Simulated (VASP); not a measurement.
# B2W (P6/mmm) in VASP: a series of runs

Runs on B2W. Level: LDA. Tasks: relaxation of cell and atoms.

Everything below comes from runs of VASP 6.6.1. Logs are shortened: lines on timing, memory, paths and dates and some standing lists are left out, and cuts for length are marked.

## Step 1: The cell of the first run

The structure is hexagonal, space group P6/mmm (No. 191). The conventional cell has a = 2.988 Å, b = 2.988 Å, c = 3.304 Å, α = 90.00°, β = 90.00°, γ = 120.00°. B (site symmetry -6m2) has 3 B at 1.73 Å and 6 W at 2.39 Å within 2.4 Å. Within 3.4 Å of W (site symmetry 6/mmm) lie 12 B at 2.39 Å and 8 W at 2.99 to 3.30 Å.

## Step 2: Relaxation of cell and atoms, LDA

INCAR

```
PREC = Accurate
ENCUT = 600
EDIFF = 1E-6
ISMEAR = -1
SIGMA = 0.15
LREAL = False
LASPH = True
NELM = 80
ALGO = Normal
ISIF = 3
LWAVE = False
LCHARG = False
GGA = CA
IBRION = 2
NSW = 80
EDIFFG = -0.001
```

KPOINTS

```
Automatic mesh
0
Gamma
  18 18 12
```

POSCAR

```
B2W
1.0
    2.9878800014      0.0000000000      0.0000000000
   -1.4939400007      2.5875799847      0.0000000000
    0.0000000000      0.0000000000      3.3042355784
B W
2 1
Direct
    0.3333333333      0.6666666667      0.5000000000
    0.6666666667      0.3333333333      0.5000000000
    0.0000000000      0.0000000000      0.0000000000
```

Potentials or basis: VASP PAW LDA potentials, release 64 (B, W_sv).

Command:

```
$ cat potpaw_LDA.64/B/POTCAR potpaw_LDA.64/W_sv/POTCAR > POTCAR
$ mpirun -np 1 vasp_std > vasp.out
```

OUTCAR:

```text
PREC = Accurate
   ENCUT = 600
   EDIFF = 1E-6
   ISMEAR = -1
   LREAL = False
   LASPH = True
   NELM = 80
   ISIF = 3
   GGA = CA
   IBRION = 2
   NSW = 80
   EDIFFG = -0.001

 ion  position               nearest neighbor table
   1  0.333  0.667  0.500-   2 1.73   2 1.73   2 1.73   3 2.39   3 2.39   3 2.39   3 2.39   3 2.39
                             3 2.39
   2  0.667  0.333  0.500-   1 1.73   1 1.73   1 1.73   3 2.39   3 2.39   3 2.39   3 2.39   3 2.39
                             3 2.39
   3  0.000  0.000  0.000-   1 2.39   2 2.39   1 2.39   2 2.39   2 2.39   2 2.39   1 2.39   1 2.39
                             2 2.39   2 2.39   1 2.39   1 2.39

  LATTYP: Found a hexagonal cell.
 ALAT       =     2.9878800014
 C/A-ratio  =     1.1058796126

  Lattice vectors:

 A1 = (   2.9878800014,   0.0000000000,   0.0000000000)
 A2 = (  -1.4939400007,   2.5875799847,   0.0000000000)
 A3 = (   0.0000000000,   0.0000000000,   3.3042355784)

Analysis of symmetry for initial positions (statically):
=====================================================================
 Subroutine PRICEL returns:
 Original cell was already a primitive cell.

 Routine SETGRP: Setting up the symmetry group for a
 hexagonal supercell.

 Subroutine GETGRP returns: Found 24 space group operations
 (whereof 24 operations were pure point group operations)
 out of a pool of 24 trial point group operations.

The static configuration has the point symmetry D_6h.

Analysis of symmetry for dynamics (positions and initial velocities):
=====================================================================
 Subroutine PRICEL returns:
 Original cell was already a primitive cell.

 Routine SETGRP: Setting up the symmetry group for a
 hexagonal supercell.

 Subroutine GETGRP returns: Found 24 space group operations
 (whereof 24 operations were pure point group operations)
 out of a pool of 24 trial point group operations.

The dynamic configuration has the point symmetry D_6h.

 Subroutine INISYM returns: Found 24 space group operations
 (whereof 24 operations are pure point group operations),
 and found     1 'primitive' translations

----------------------------------------------------------------------------------------

                                     Primitive cell

  volume of cell :      25.5463

  direct lattice vectors                    reciprocal lattice vectors
     2.987880001  0.000000000  0.000000000     0.334685462  0.193230742  0.000000000
    -1.493940001  2.587579985  0.000000000     0.000000000  0.386461484  0.000000000
     0.000000000  0.000000000  3.304235578     0.000000000  0.000000000  0.302641860

  length of vectors
     2.987880001  2.987880001  3.304235578     0.386461484  0.386461484  0.302641860

  position of ions in fractional coordinates (direct lattice)
     0.333333333  0.666666667  0.500000000
     0.666666667  0.333333333  0.500000000
     0.000000000  0.000000000  0.000000000

  ion indices of the primitive-cell ions
   primitive index   ion index
                 1           1
                 2           2
                 3           3

----------------------------------------------------------------------------------------

 KPOINTS: Automatic mesh

Automatic generation of k-mesh.
 Grid dimensions read from file:
 generate k-points for:   18   18   12

 Generating k-lattice:

  Cartesian coordinates                     Fractional coordinates (reciprocal lattice)
     0.018593637  0.010735041  0.000000000     0.055555556 -0.000000000  0.000000000
     0.000000000  0.021470082  0.000000000     0.000000000  0.055555556  0.000000000
     0.000000000  0.000000000  0.025220155     0.000000000  0.000000000  0.083333333

  Length of vectors
     0.021470082  0.021470082  0.025220155

  Shift w.r.t. Gamma in fractional coordinates (k-lattice)
     0.000000000  0.000000000  0.000000000

 Subroutine IBZKPT returns following result:
 ===========================================

 Found    259 irreducible k-points:

 Following reciprocal coordinates:
            Coordinates               Weight
  0.000000  0.000000  0.000000      1.000000
  0.055556  0.000000  0.000000      6.000000
  0.111111  0.000000  0.000000      6.000000
  0.166667 -0.000000  0.000000      6.000000
  0.222222 -0.000000  0.000000      6.000000
  0.277778 -0.000000  0.000000      6.000000
[... 16 lines left out ...]
  0.333333  0.111111  0.000000     12.000000
  0.388889  0.111111  0.000000     12.000000
 [... further k-points ...]
   k-points           NKPTS =    259   k-points in BZ     NKDIM =    259   number of bands    NBANDS=     14
   number of dos      NEDOS =    301   number of ions     NIONS =      3
   total plane-waves  NPLWV =  16128
   dimension x,y,z NGX =    24 NGY =   24 NGZ =   28
   dimension x,y,z NGXF=    48 NGYF=   48 NGZF=   56
   ions per type =               2   1
   NGX,Y,Z   is equivalent  to a cutoff of  13.35, 13.35, 14.09 a.u.
   NGXF,Y,Z  is equivalent  to a cutoff of  26.71, 26.71, 28.18 a.u.
 SYSTEM =  unknown system
   PREC   = accura    normal or accurate (medium, high low for compatibility)
   ISTART =      0    job   : 0-new  1-cont  2-samecut
   ICHARG =      2    charge: 1-file 2-atom 10-const
   ISPIN  =      1    spin polarized calculation?
   LNONCOLLINEAR =      F non collinear calculations
   LSORBIT =      F    spin-orbit coupling
   LASPH  =      T    aspherical Exc in radial PAW
   ENCUT  =  600.0 eV  44.10 Ry    6.64 a.u.   5.97  5.97  6.60*2*pi/ulx,y,z
   NELM   =     80;   NELMIN=  2; NELMDL= -5     # of ELM steps
   EDIFF  = 0.1E-05   stopping-criterion for ELM
   LREAL  =      F    real-space projection
   EDIFFG = -.1E-02   stopping-criterion for IOM
   NSW    =     80    number of steps for IOM
   IBRION =      2    ionic relax: 0-MD 1-quasi-New 2-CG
   NFREE  =      1    steps in history (QN), initial steepest desc. (CG)
   ISIF   =      3    stress and relaxation
   ISYM   =      2    0-nonsym 1-usesym 2-fastsym
   POTIM  = 0.5000    time-step for ionic-motion
   TEBEG  =    0.0;   TEEND  =   0.0 temperature during run
   PSTRESS=    0.0 pullay stress
   NELECT =      20.0000    total number of electrons
   NUPDOWN=      -1.0000    fix difference up-down
   EMIN   =  10.00;   EMAX   =-10.00  energy-range for DOS
   EFERMI =   0.00;   METHOD = LEGACY
   ISMEAR =    -1;   SIGMA  =   0.15  broadening in eV -4-tet -1-fermi 0-gaus
   EFERMI_NEDOS =   21; number of points for ismear=-14 and -15
   IALGO  =     38    algorithm
   IMIX   =      4    mixing-type and parameters
     AMIX     =   0.40;   BMIX     =  1.00
     AMIX_MAG =   1.60;   BMIX_MAG =  1.00
  volume/ion in A,a.u.               =       8.52        57.46
  Fermi-wavevector in a.u.,A,eV,Ry     =   1.508837  2.851288 30.974855  2.276588
  Thomas-Fermi vector in A             =   2.619238
   LORBIT       =      0    0 simple, 1 ext, 2 COOP (PROOUT), +10 PAW based schemes
   GGA     = CA    functional components
   LHFCALC =     F    Hartree Fock is set to
   AEXX    =    0.0000 exact exchange contribution
   IVDW    =     0    specifies the selected vdW correction
   LEPSILON=     F    determine dielectric tensor
   LRPA    =     F    only Hartree local field effects (RPA)
 conjugate gradient relaxation of ions
 non-spin polarized calculation
  energy-cutoff  :      600.00
  volume of cell :       25.55
 maximum number of plane-waves:       871
 NGX is ok and might be reduce to    24
   NGX = 11   NGY = 11   NGZ = 13

--------------------------------------- Ionic step        1  -------------------------------------------

 number of electron      19.9999999 magnetization

 Free energy of the ion-electron system (eV)
  ---------------------------------------------------
  ext. energy  EPLUGINS =         0.00000000
  ---------------------------------------------------
  free energy    TOTEN  =       -29.49741295 eV

  energy without entropy =      -29.40368657  energy(sigma->0) =      -29.45054976

------------------------ aborting loop because EDIFF is reached ----------------------------------------

  FORCE on cell =-STRESS in cart. coord.  units (eV):
  Direction    XX          YY          ZZ          XY          YZ          ZX
  --------------------------------------------------------------------------------------
  -------------------------------------------------------------------------------------
  Total        0.3028041      0.3028041      0.3674059      0.0000000     -0.0000000      0.0000000
  in kB       18.9908470     18.9908470     23.0424593      0.0000000     -0.0000000      0.0000000
  external PRESSURE =      20.3413844 kB  Pullay stress =       0.0000000 kB
[... 92 lines left out ...]
  FREE ENERGIE OF THE ION-ELECTRON SYSTEM (eV)
  ---------------------------------------------------
  free  energy   TOTEN  =       -29.4983348272 eV

  energy  without entropy=      -29.4038846623  energy(sigma->0) =      -29.45110974

[... ionic steps 4 to 12 ...]

--------------------------------------- Ionic step       13  -------------------------------------------

 number of electron      19.9999998 magnetization

------------------------ aborting loop because EDIFF is reached ----------------------------------------

  FORCE on cell =-STRESS in cart. coord.  units (eV):
  Direction    XX          YY          ZZ          XY          YZ          ZX
  --------------------------------------------------------------------------------------
  -------------------------------------------------------------------------------------
  Total       -0.0098401     -0.0098401     -0.0081220     -0.0000000     -0.0000000     -0.0000000
  in kB       -0.6134630     -0.6134630     -0.5063516     -0.0000000     -0.0000000     -0.0000000
  external PRESSURE =      -0.5777592 kB  Pullay stress =       0.0000000 kB
[... 59 lines left out ...]
  energy  without entropy=      -29.4038086076  energy(sigma->0) =      -29.45111309

--------------------------------------- Ionic step       15  -------------------------------------------

 number of electron      19.9999998 magnetization

 Free energy of the ion-electron system (eV)
  ---------------------------------------------------
  ext. energy  EPLUGINS =         0.00000000
  ---------------------------------------------------
  free energy    TOTEN  =       -29.49841659 eV

  energy without entropy =      -29.40383518  energy(sigma->0) =      -29.45112589

 E-fermi :  12.4711     XC(G=0): -13.8187

 val. band max:       12.4614598236   @ k =   0.2222  -0.0000   0.0000
 cond. band min:      12.4725194354   @ k =   0.3333   0.1111   0.3333
 fundamental gap:      0.0110596117
 Fermi energy:        12.4711430694

 k-point     1 :       0.0000    0.0000    0.0000
  band No.  band energies     occupation
      1     -62.1249      2.00000
      2     -26.7477      2.00000
      3     -26.3655      2.00000
      4     -26.3655      2.00000
      5      -3.4313      2.00000
      6       6.6597      2.00000
      7       7.4561      2.00000
      8       7.4561      2.00000
      9       8.0810      2.00000
     10      12.9521      0.07786
     11      12.9521      0.07786
     12      14.8831      0.00000
     13      14.8831      0.00000
     14      16.7373      0.00000
[... 375 lines left out ...]
 k-point    24 :       0.3889    0.1111    0.0000
  band No.  band energies     occupation
      1     -62.0836      2.00000
      2     -26.9540      2.00000
      3     -26.6443      2.00000
      4     -26.5572      2.00000
      5       0.3758      2.00000
      6       2.3736      2.00000
      7       5.7925      2.00000
      8       6.0960      2.00000
      9       8.6420      2.00000
     10      10.4721      2.00000
     11      13.3929      0.00428
     12      15.1762      0.00000
     13      15.4702      0.00000
     14      18.5743      0.00000

 [... further k-points ...]
[... 5 lines left out ...]
  --------------------------------------------------------------------------------------
  -------------------------------------------------------------------------------------
  Total        0.0026156      0.0026156      0.0022665      0.0000000      0.0000000      0.0000000
  in kB        0.1631200      0.1631200      0.1413470      0.0000000      0.0000000      0.0000000
  external PRESSURE =       0.1558623 kB  Pullay stress =       0.0000000 kB
[... 18 lines left out ...]
  FREE ENERGIE OF THE ION-ELECTRON SYSTEM (eV)
  ---------------------------------------------------
  free  energy   TOTEN  =       -29.4984165879 eV

  energy  without entropy=      -29.4038351825  energy(sigma->0) =      -29.45112589

 reached required accuracy - stopping structural energy minimisation
```

It took 10 min on 1 thread of AMD EPYC 7R13, shared host; peak memory 0.21 GiB.

Results:

* Free energy: -29.4984 eV
* Relaxed volume: 8.56 Å³/atom
* Relaxed cell: a = 2.990 Å, b = 2.990 Å, c = 3.317 Å, α = 90.00°, β = 90.00°, γ = 120.00°
* Space group after relaxing (to 0.1 Å): P6/mmm (No. 191)
* Energy gained by relaxing: 0.3 meV/atom
* Ionic steps: 15
* Pressure after relaxing: 0.0 GPa
* Band gap on the k mesh: zero (bands 10 and 11 overlap by 3.52 eV)

Step by step:
| step | energy change (eV) | largest force (eV/Å) | pressure (GPa) | volume (Å³) |
| --- | --- | --- | --- | --- |
| 1 | 0.0000 | 0.0000 | 2.03 | 25.55 |
| 2 | 0.0018 | 0.0000 | -3.43 | 25.95 |
| 3 | -0.0009 | 0.0000 | -0.03 | 25.69 |
| 4 | -0.0009 | 0.0000 | -0.02 | 25.69 |
| 5 | -0.0010 | 0.0000 | 0.03 | 25.69 |
| 6 | -0.0010 | 0.0000 | 0.05 | 25.69 |
| 7 | -0.0010 | 0.0000 | 0.03 | 25.69 |
| 8 | -0.0010 | 0.0000 | 0.02 | 25.69 |
| 9 | -0.0010 | 0.0000 | 0.03 | 25.69 |
| 10 | -0.0010 | 0.0000 | 0.03 | 25.69 |
| 11 | -0.0010 | 0.0000 | 0.00 | 25.70 |
| 12 | -0.0010 | 0.0000 | -0.04 | 25.70 |
| 13 | -0.0010 | 0.0000 | -0.06 | 25.70 |
| 14 | -0.0010 | 0.0000 | -0.04 | 25.70 |
| 15 | -0.0010 | 0.0000 | 0.02 | 25.69 |

Final structure:
```
CELL_PARAMETERS angstrom
2.99037 0.00000 0.00000
-1.49518 2.58974 0.00000
0.00000 0.00000 3.31738
ATOMIC_POSITIONS crystal
B 0.33333 0.66667 0.50000
B 0.66667 0.33333 0.50000
W 0.00000 0.00000 0.00000
```

Levels at points of the mesh, in eV from the Fermi level:
```
           k point  band 6  band 7  band 8  band 9  band 10  band 11  band 12  band 13  band 14
(0.00, 0.00, 0.00)   -5.81   -5.02   -5.02   -4.39     0.48     0.48     2.41     2.41     4.27
(0.50, 0.00, 0.00)  -10.61   -6.58   -5.63   -4.88    -0.61     1.16     2.23     2.90     5.26
(0.00, 0.00, 0.50)  -10.84   -2.37   -2.37   -2.27    -2.27    -2.24    -2.24    -0.84     4.54
(0.50, 0.00, 0.50)   -9.17   -7.30   -7.03   -4.51     0.91     2.55     3.67     4.61     4.65
```

Caveat: spin-orbit coupling is left out, which moves the levels of the heavy elements.

(Continued in part 2 of 2.)
